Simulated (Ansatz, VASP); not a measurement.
K2ICl: VASP beside Ansatz

INCAR

```
ALGO = Normal
EDIFF = 1E-6
ENCUT = 520
GGA = PE
ISIF = 2
ISMEAR = 0
LASPH = True
LCHARG = False
LREAL = False
LWAVE = False
NBANDS = 24
NELM = 80
PREC = Accurate
SIGMA = 0.01
```

The input KPOINTS:

```
k-points
0
Gamma
  6 6 6
```

POSCAR

```
K2ICl
1.0
    2.3648539346      1.3653490557      7.8020500070
   -2.3648539346      1.3653490557      7.8020500070
    0.0000000000     -2.7306981115      7.8020500070
Cl I K
1 1 2
Direct
    1.0000000000      0.0000000000      0.0000000000
    0.5000000000      0.5000000000      0.5000000000
    0.2593657158      0.2593657158      0.2593657158
    0.7406342842      0.7406342842      0.7406342842
```

Input for Ansatz:

```yaml
crystal:
  lattice:
    - [2.3648539346, 1.3653490557, 7.802050007]
    - [-2.3648539346, 1.3653490557, 7.802050007]
    - [0.0, -2.7306981115, 7.802050007]
  atoms:
    - { symbol: Cl, position: [1.0, 0.0, 0.0] }
    - { symbol: I, position: [0.5, 0.5, 0.5] }
    - { symbol: K, position: [0.2593657158, 0.2593657158, 0.2593657158] }
    - { symbol: K, position: [0.7406342842, 0.7406342842, 0.7406342842] }
kpoints:
  mp_grid: { grid: [6, 6, 6] }
hamiltonian:
  xc: pbe
scf:
  occupations: { method: fixed }
  n_extra_bands: 5
output:
  forces: true
  stress: true
  eigenvalues: true
```

Alike in both runs: task single point; functional PBE; k mesh 6 × 6 × 6; no spin polarisation.

```csv
,VASP,Ansatz
version,VASP 6.6.1,Ansatz 0.2.0
potentials or method,"VASP PAW PBE potentials, release 64 (Cl, I, K_sv)","plane waves, PAW"
plane-wave cutoff (eV),520,420
occupations,"gaussian, width 0.01 eV",fixed
valence electrons in the cell,32,42
```

|  | VASP | Ansatz | Ansatz less VASP |
| --- | --- | --- | --- |
| gap on the k mesh at the Fermi level (eV) | 3.81 | 3.81 | +0.003 |
| pressure (GPa) | 0.4 | 0.4 | -0.02 |
| rms of the force components (eV/Å) | 0.005 | 0.005 | 0.0000 |

Atom by atom the forces differ by 0.000 eV/Å (rms over components). VASP's potentials hold 32 valence electrons a cell and Ansatz's 42, so a difference there can come from the potentials and not from the codes.

Spin-orbit coupling is off throughout.
